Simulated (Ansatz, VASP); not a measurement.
One calculation of TiIn2Te3, two programs

```
CELL_PARAMETERS angstrom
7.82223 0.00000 0.00000
-3.91112 6.77425 0.00000
0.00000 0.00000 3.94871
ATOMIC_POSITIONS crystal
Ti 0.00000 0.00000 0.50000
In 0.66667 0.33333 0.50000
In 0.33333 0.66667 0.50000
Te 0.00000 0.50000 0.00000
Te 0.50000 0.50000 0.00000
Te 0.50000 0.00000 0.00000
```

Change from the starting cell: species swapped into the NdB2Ir3 type (P6/mmm, No. 191).

Alike in both runs: functional PBE; k mesh 3 × 3 × 6; occupations gaussian, width 0.1 eV; no spin polarisation.

Ansatz relaxed the structure, and its values are those at the end. VASP's run is a single point on that final structure, the one shown.

|  | VASP | Ansatz |
| --- | --- | --- |
| version | VASP 6.6.1 | Ansatz 0.2.0 |
| potentials or method | VASP PAW PBE potentials, release 64 (Ti_sv, In_d, Te), cutoff 520 eV | scalar-relativistic, plane waves, PAW |
| valence electrons in the cell | 56 | 86 |

```csv
,VASP,Ansatz,Ansatz less VASP
gap on the k mesh at the Fermi level (eV),none,none,-
pressure (GPa),0.0,0.1,+0.03
```

A gap of «none» marks a metal or a gap that the smearing closes. With one functional, cell and mesh, what is left measures potentials, basis and numerics. VASP's potentials hold 56 valence electrons a cell and Ansatz's 86, so a difference there can come from the potentials and not from the codes.

Neither program's run includes spin-orbit coupling.
